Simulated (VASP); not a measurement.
Set up this calculation in VASP 6.6.1, as the native input.

```
Task                   : relaxation of cell and atoms
Functional             : PBE
Potentials or basis    : VASP PAW PBE potentials, release 64 (Zn, S)
Cutoff                 : 600 eV
k mesh                 : 12 × 12 × 12
Occupations            : gaussian, width 0.1 eV
Spin                   : no spin polarisation
Dipole correction      : no
Further INCAR settings : ALGO = Normal; EDIFF = 1e-06; IBRION = 2; EDIFFG = -0.01; NSW = 100; ISIF = 3
```

The structure of ZnS3 lies in POSCAR:

```
ZnS3
1.0
    4.0742549346      0.0000000000      0.0000000000
    0.0000000000      4.0742549346      0.0000000000
    0.0000000000      0.0000000000      4.0742549346
Zn S
1 3
Direct
    0.0000000000      0.0000000000      0.0000000000
    0.0000000000      0.5000000000      0.5000000000
    0.5000000000      0.0000000000      0.5000000000
    0.5000000000      0.5000000000      0.0000000000
```

These files were run (other wordings do the same):

INCAR

```
PREC = Accurate
ENCUT = 600
EDIFF = 1E-6
ISMEAR = 0
SIGMA = 0.1
LREAL = False
LASPH = True
NELM = 60
ALGO = Normal
ISIF = 3
LWAVE = False
LCHARG = False
GGA = PE
IBRION = 2
NSW = 100
EDIFFG = -0.01
```

KPOINTS

```
regular mesh
0
Gamma
  12 12 12
```

Potentials or basis: VASP PAW PBE potentials, release 64 (Zn, S).

Launch:

```console
$ cat potpaw_PBE.64/Zn/POTCAR potpaw_PBE.64/S/POTCAR > POTCAR
$ mpirun -np 1 vasp_std > vasp.out
```

It gave:

The relaxed volume is 16.66 Å³/atom. The relaxed cell is a = 4.054 Å, b = 4.054 Å, c = 4.054 Å, α = 90.00°, β = 90.00°, γ = 90.00°. The space group after relaxing (to 0.05 Å) is Pm-3m (No. 221), the energy gained by relaxing is 0.7 meV/atom and the ionic steps are 2. The pressure after relaxing is 0.0 GPa and the band gap on the k mesh is zero (band 15 reaches 7.38 eV, above the bottom of band 16 at 5.40 eV).

Wall time 4.1 min on 1 thread of AMD EPYC 9R45, with other jobs on the host, peak memory 0.26 GiB.
